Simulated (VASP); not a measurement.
Set up this calculation in VASP 6.6.1, as the native input.

```yaml
Task: single point
Functional: PBEsol
Potentials_or_basis: VASP PAW PBE potentials, release 64 (Pt)
Cutoff: 520 eV
k_mesh: 12 × 12 × 12
Occupations: fermi-dirac, width 0.05 eV
Spin: no spin polarisation
Dipole_correction: no
Further_INCAR_settings: ALGO = Normal; EDIFF = 1e-06; NBANDS = 11
```

The structure of Pt lies in POSCAR:

```
Pt
1.0
   -1.5512829256      1.5512829256      1.5512829256
    1.5512829256     -1.5512829256      1.5512829256
    1.5512829256      1.5512829256     -1.5512829256
Pt
1
Direct
    0.0000000000      0.0000000000      0.0000000000
```

The input as run:

INCAR

```
SYSTEM = Pt
PREC = Accurate
ENCUT = 520
EDIFF = 1E-6
ISMEAR = -1
SIGMA = 0.05
LREAL = .FALSE.
LASPH = .TRUE.
NELM = 100
ALGO = Normal
ISIF = 2
LWAVE = .FALSE.
LCHARG = .FALSE.
GGA = PS
NBANDS = 11
```

KPOINTS

```
Automatic mesh
0
G
  12 12 12
  0 0 0
```

Potentials or basis: VASP PAW PBE potentials, release 64 (Pt).

Command:

```sh
$ cat potpaw_PBE.64/Pt/POTCAR > POTCAR
$ mpirun -np 1 vasp_std > vasp.out
```

Results of the run:

| Quantity | Value |
| --- | --- |
| Pressure | 4.7 GPa |
| Band gap on the k mesh | zero (band 5 reaches 12.20 eV, above the bottom of band 6 at 9.81 eV) |

Caveat: the PAW data sets were made with another functional, which shifts forces and pressure a little; spin-orbit coupling is left out, which moves the levels of the heavy elements.

It took 4.4 s on 1 thread of Intel(R) Xeon(R) 6975P-C (Granite Rapids), on a shared host, peak memory 0.12 GiB.
